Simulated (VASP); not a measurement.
# Ti12Si in VASP: single point with PBE

Aim: the single point of Ti12Si with PBE.

Program: VASP 6.6.1. These are calculated values, not measurements. Logs are shortened: lines on timing, memory, paths and dates and some standing lists are left out, and cuts for length are marked.

### 1 The cell of the first run

The cell holds a slab with vacuum, 13 atoms: a = 5.815 Å, b = 5.815 Å, c = 19.306 Å, α = 90.00°, β = 90.00°, γ = 90.00°.

### 2 Single point, PBE

INCAR reads:

```
SYSTEM = Ti12Si
  PREC = Accurate
  ENCUT = 520
  EDIFF = 1E-6
  ISMEAR = 0
  SIGMA = 0.1
  LREAL = .False.
  LASPH = .True.
  NELM = 80
  ALGO = Normal
  ISIF = 2
  LWAVE = .False.
  LCHARG = .False.
  LDIPOL = .True.
  IDIPOL = 3
  DIPOL = 0.5 0.5 0.322
  GGA = PE
  NBANDS = 86
```

KPOINTS reads:

```
regular mesh
0
Gamma
  5 5 1
  0 0 0
```

POSCAR reads:

```
Ti12Si
1.0
    5.8150893847      0.0000000000      0.0000000000
    0.0000000000      5.8150893847      0.0000000000
    0.0000000000      0.0000000000     19.3059825436
Ti Si
12 1
Direct
    0.2500000000      0.2500000000      0.2071896621
    0.2500000000      0.7500000000      0.2071896621
    0.7500000000      0.2500000000      0.2071896621
    0.7500000000      0.7500000000      0.2071896621
    0.0000000000      0.0000000000      0.3057583574
    0.0000000000      0.5000000000      0.3057583574
    0.5000000000      0.0000000000      0.3057583574
    0.5000000000      0.5000000000      0.3057583574
    0.2500000000      0.2500000000      0.4043297214
    0.2500000000      0.7500000000      0.4043297214
    0.7500000000      0.2500000000      0.4043297214
    0.7500000000      0.7500000000      0.4043297214
    0.3333333333      0.3333333333      0.5221440347
```

Potentials or basis: VASP PAW PBE potentials, release 64 (Ti_sv, Si).

Command:

```bash
$ cat potpaw_PBE.64/Ti_sv/POTCAR potpaw_PBE.64/Si/POTCAR > POTCAR
$ mpirun -np 1 vasp_std > vasp.out
```

OUTCAR:

```text
SYSTEM = Ti12Si
   PREC = Accurate
   ENCUT = 520
   EDIFF = 1E-6
   ISMEAR = 0
   LREAL = .False.
   LASPH = .True.
   NELM = 80
   ISIF = 2
   GGA = PE

 ion  position               nearest neighbor table
   1  0.250  0.250  0.207-   5 2.80   6 2.80   7 2.80   8 2.80   2 2.91   3 2.91   2 2.91   3 2.91

   2  0.250  0.750  0.207-   5 2.80   6 2.80   7 2.80   8 2.80   1 2.91   4 2.91   1 2.91   4 2.91

   3  0.750  0.250  0.207-   5 2.80   6 2.80   7 2.80   8 2.80   1 2.91   4 2.91   4 2.91   1 2.91
[... 15 lines left out ...]
  11  0.750  0.250  0.404-   5 2.80   6 2.80   7 2.80   8 2.80   9 2.91  12 2.91  12 2.91   9 2.91

  12  0.750  0.750  0.404-   5 2.80   6 2.80   7 2.80   8 2.80  10 2.91  11 2.91  11 2.91  10 2.91

  13  0.333  0.333  0.522-   9 2.38

  LATTYP: Found a simple tetragonal cell.
 ALAT       =     5.8150893847
 C/A-ratio  =     3.3199803591

  Lattice vectors:

 A1 = (   5.8150893847,   0.0000000000,   0.0000000000)
 A2 = (   0.0000000000,   5.8150893847,   0.0000000000)
 A3 = (   0.0000000000,   0.0000000000,  19.3059825436)

Analysis of symmetry for initial positions (statically):
=====================================================================
 Subroutine PRICEL returns:
 Original cell was already a primitive cell.

 Routine SETGRP: Setting up the symmetry group for a
 simple tetragonal supercell.

 Subroutine GETGRP returns: Found  2 space group operations
 (whereof  2 operations were pure point group operations)
 out of a pool of 16 trial point group operations.

The static configuration has the point symmetry C_1h.

Analysis of symmetry for dynamics (positions and initial velocities):
=====================================================================
 Subroutine PRICEL returns:
 Original cell was already a primitive cell.

 Routine SETGRP: Setting up the symmetry group for a
 simple tetragonal supercell.

 Subroutine GETGRP returns: Found  2 space group operations
 (whereof  2 operations were pure point group operations)
 out of a pool of 16 trial point group operations.

The dynamic configuration has the point symmetry C_1h.

 Subroutine INISYM returns: Found  2 space group operations
 (whereof  2 operations are pure point group operations),
 and found     1 'primitive' translations

----------------------------------------------------------------------------------------

                                     Primitive cell

  volume of cell :     652.8369

  direct lattice vectors                    reciprocal lattice vectors
     5.815089385  0.000000000  0.000000000     0.171966402  0.000000000  0.000000000
     0.000000000  5.815089385  0.000000000     0.000000000  0.171966402  0.000000000
     0.000000000  0.000000000 19.305982544     0.000000000  0.000000000  0.051797416

  length of vectors
     5.815089385  5.815089385 19.305982544     0.171966402  0.171966402  0.051797416

  position of ions in fractional coordinates (direct lattice)
     0.250000000  0.250000000  0.207189662
     0.250000000  0.750000000  0.207189662
     0.750000000  0.250000000  0.207189662
     0.750000000  0.750000000  0.207189662
     0.000000000  0.000000000  0.305758357
     0.000000000  0.500000000  0.305758357
     0.500000000  0.000000000  0.305758357
     0.500000000  0.500000000  0.305758357
     0.250000000  0.250000000  0.404329721
     0.250000000  0.750000000  0.404329721
     0.750000000  0.250000000  0.404329721
     0.750000000  0.750000000  0.404329721
     0.333333333  0.333333333  0.522144035

  ion indices of the primitive-cell ions
   primitive index   ion index
                 1           1
                 2           2
                 3           3
                 4           4
                 5           5
                 6           6
                 7           7
                 8           8
                 9           9
                10          10
                11          11
                12          12
                13          13

----------------------------------------------------------------------------------------

 KPOINTS: regular mesh

Automatic generation of k-mesh.
 Grid dimensions read from file:
 generate k-points for:    5    5    1

 Generating k-lattice:

  Cartesian coordinates                     Fractional coordinates (reciprocal lattice)
     0.034393280  0.000000000  0.000000000     0.200000000  0.000000000  0.000000000
     0.000000000  0.034393280  0.000000000     0.000000000  0.200000000  0.000000000
     0.000000000  0.000000000  0.051797416     0.000000000  0.000000000  1.000000000

  Length of vectors
     0.034393280  0.034393280  0.051797416

  Shift w.r.t. Gamma in fractional coordinates (k-lattice)
     0.000000000  0.000000000  0.000000000

 Subroutine IBZKPT returns following result:
 ===========================================

 Found      9 irreducible k-points:

 Following reciprocal coordinates:
            Coordinates               Weight
  0.000000  0.000000  0.000000      1.000000
  0.200000  0.000000  0.000000      4.000000
  0.400000  0.000000  0.000000      4.000000
  0.200000  0.200000  0.000000      2.000000
 -0.200000  0.200000  0.000000      2.000000
  0.400000  0.200000  0.000000      4.000000
 -0.200000  0.400000  0.000000      4.000000
  0.400000  0.400000  0.000000      2.000000
 -0.400000  0.400000  0.000000      2.000000
   k-points           NKPTS =      9   k-points in BZ     NKDIM =      9   number of bands    NBANDS=     86
   number of dos      NEDOS =    301   number of ions     NIONS =     13
   total plane-waves  NPLWV = 331776
   dimension x,y,z NGX =    48 NGY =   48 NGZ =  144
   dimension x,y,z NGXF=    96 NGYF=   96 NGZF=  288
   ions per type =              12   1
   NGX,Y,Z   is equivalent  to a cutoff of  13.72, 13.72, 12.40 a.u.
   NGXF,Y,Z  is equivalent  to a cutoff of  27.45, 27.45, 24.80 a.u.
 SYSTEM =  Ti12Si
   PREC   = accura    normal or accurate (medium, high low for compatibility)
   ISTART =      0    job   : 0-new  1-cont  2-samecut
   ICHARG =      2    charge: 1-file 2-atom 10-const
   ISPIN  =      1    spin polarized calculation?
   LNONCOLLINEAR =      F non collinear calculations
   LSORBIT =      F    spin-orbit coupling
   LASPH  =      T    aspherical Exc in radial PAW
   ENCUT  =  520.0 eV  38.22 Ry    6.18 a.u.  10.81 10.81 35.90*2*pi/ulx,y,z
   NELM   =     80;   NELMIN=  2; NELMDL= -5     # of ELM steps
   EDIFF  = 0.1E-05   stopping-criterion for ELM
   LREAL  =      F    real-space projection
   EDIFFG = 0.1E-04   stopping-criterion for IOM
   NSW    =      0    number of steps for IOM
   IBRION =     -1    ionic relax: 0-MD 1-quasi-New 2-CG
   NFREE  =      0    steps in history (QN), initial steepest desc. (CG)
   ISIF   =      2    stress and relaxation
   ISYM   =      2    0-nonsym 1-usesym 2-fastsym
   POTIM  = 0.5000    time-step for ionic-motion
   TEBEG  =    0.0;   TEEND  =   0.0 temperature during run
   PSTRESS=    0.0 pullay stress
   NELECT =     148.0000    total number of electrons
   NUPDOWN=      -1.0000    fix difference up-down
   EMIN   =  10.00;   EMAX   =-10.00  energy-range for DOS
   EFERMI =   0.00;   METHOD = LEGACY
   ISMEAR =     0;   SIGMA  =   0.10  broadening in eV -4-tet -1-fermi 0-gaus
   EFERMI_NEDOS =   21; number of points for ismear=-14 and -15
   IALGO  =     38    algorithm
   IMIX   =      4    mixing-type and parameters
     AMIX     =   0.40;   BMIX     =  1.00
     AMIX_MAG =   1.60;   BMIX_MAG =  1.00
  volume/ion in A,a.u.               =      50.22       338.89
  Fermi-wavevector in a.u.,A,eV,Ry     =   0.998222  1.886366 13.557489  0.996447
  Thomas-Fermi vector in A             =   2.130431
   LORBIT       =      0    0 simple, 1 ext, 2 COOP (PROOUT), +10 PAW based schemes
   GGA     = PE    functional components
   LHFCALC =     F    Hartree Fock is set to
   AEXX    =    0.0000 exact exchange contribution
   IVDW    =     0    specifies the selected vdW correction
   LEPSILON=     F    determine dielectric tensor
   LRPA    =     F    only Hartree local field effects (RPA)
 non-spin polarized calculation
 Gauss-broadening in eV      SIGMA  =   0.10
  energy-cutoff  :      520.00
  volume of cell :      652.84
 maximum number of plane-waves:     17596
 NGX is ok and might be reduce to    48
   NGX = 21   NGY = 21   NGZ = 71

 dipolmoment           0.000000      0.000000     -0.022981 electrons x Angstroem

 number of electron     148.0000052 magnetization

 dipolmoment           0.000000      0.000000      0.195629 electrons x Angstroem

 Free energy of the ion-electron system (eV)
  ---------------------------------------------------
  ext. energy  EPLUGINS =         0.00000000
  ---------------------------------------------------
  free energy    TOTEN  =       -91.02919438 eV

  energy without entropy =      -90.88678964  energy(sigma->0) =      -90.95799201

 E-fermi :   0.1452     XC(G=0):  -5.0697

 val. band max:        0.1407072835   @ k =   0.0000   0.0000   0.0000
 cond. band min:       0.1460454763   @ k =  -0.2000   0.4000   0.0000
 fundamental gap:      0.0053381929
 Fermi energy:         0.1451819525

 k-point     1 :       0.0000    0.0000    0.0000
  band No.  band energies     occupation
      1     -56.7415      2.00000
      2     -56.6792      2.00000
      3     -56.6730      2.00000
      4     -56.6655      2.00000
      5     -56.6198      2.00000
      6     -56.6171      2.00000
[... 790 lines left out ...]
     85       1.0870      0.00000
     86       1.1083      0.00000

------------------------ aborting loop because EDIFF is reached ----------------------------------------

 vacuum level on the upper side and lower side of the slab       (xc-potential included)         0.314        -0.651

  FORCE on cell =-STRESS in cart. coord.  units (eV):
  Direction    XX          YY          ZZ          XY          YZ          ZX
  --------------------------------------------------------------------------------------
  -------------------------------------------------------------------------------------
  Total       -6.1068234     -6.1068234      1.3542347      0.1819873      0.6611253      0.6611245
  in kB      -14.9872256    -14.9872256      3.3235317      0.4466290      1.6225186      1.6225165
  external PRESSURE =      -8.8836398 kB  Pullay stress =       0.0000000 kB

 VOLUME and BASIS-vectors are now :
 -----------------------------------------------------------------------------
  energy-cutoff  :      520.00
  volume of cell :      652.84
      direct lattice vectors                 reciprocal lattice vectors
     5.815089385  0.000000000  0.000000000     0.171966402  0.000000000  0.000000000
     0.000000000  5.815089385  0.000000000     0.000000000  0.171966402  0.000000000
     0.000000000  0.000000000 19.305982544     0.000000000  0.000000000  0.051797416

 POSITION                                       TOTAL-FORCE (eV/Angst)
 -----------------------------------------------------------------------------------
      1.45377      1.45377      4.00000         0.021697      0.021697     -0.201087
      1.45377      4.36132      4.00000        -0.003899     -0.020901      0.092471
      4.36132      1.45377      4.00000        -0.020901     -0.003899      0.092471
      4.36132      4.36132      4.00000        -0.009982     -0.009982      0.175341
      0.00000      0.00000      5.90297        -0.087372     -0.087372     -0.210642
      0.00000      2.90754      5.90297        -0.094195      0.124367     -0.243276
      2.90754      0.00000      5.90297         0.124367     -0.094195     -0.243276
      2.90754      2.90754      5.90297         0.195011      0.195011     -0.371371
      1.45377      1.45377      7.80598        -0.066163     -0.066163     -0.755300
      1.45377      4.36132      7.80598        -0.007284     -0.461012      0.749163
      4.36132      1.45377      7.80598        -0.461012     -0.007284      0.749163
      4.36132      4.36132      7.80598         0.025691      0.025691      0.165463
      1.93836      1.93836     10.08050         0.384044      0.384044      0.000880
 -----------------------------------------------------------------------------------
    total drift:                                0.000018      0.000018      0.000081

  FREE ENERGIE OF THE ION-ELECTRON SYSTEM (eV)
  ---------------------------------------------------
  free  energy   TOTEN  =       -91.0291943793 eV

  energy  without entropy=      -90.8867896439  energy(sigma->0) =      -90.95799201

 vacuum level on the upper side and lower side of the slab         4.827         3.824
```

Wall time 22 min (1 thread of Intel Xeon 6975P-C (Granite Rapids), shared host); peak memory 0.82 GiB.

What came out:

| Quantity | Value |
| --- | --- |
| Free energy | -91.0292 eV |
| Largest force | 0.880 eV/Å |
| Band gap on the k mesh | zero (bands 74 and 75 overlap by 0.20 eV) |

Forces on the atoms (eV/Å):
```
Ti   0.022  0.022 -0.201
Ti  -0.004 -0.021  0.092
Ti  -0.021 -0.004  0.092
Ti  -0.010 -0.010  0.175
Ti  -0.087 -0.087 -0.211
Ti  -0.094  0.124 -0.243
Ti   0.124 -0.094 -0.243
Ti   0.195  0.195 -0.371
Ti  -0.066 -0.066 -0.755
Ti  -0.007 -0.461  0.749
Ti  -0.461 -0.007  0.749
Ti   0.026  0.026  0.165
Si   0.384  0.384  0.001
```

Levels at points of the mesh, in eV from the Fermi level:
```
           k point  band 69  band 70  band 71  band 72  band 73  band 74  band 75  band 76  band 77  band 78
(0.00, 0.00, 0.00)    -0.22    -0.19    -0.12    -0.08     0.00     0.02     0.19     0.55     0.56     0.75
```
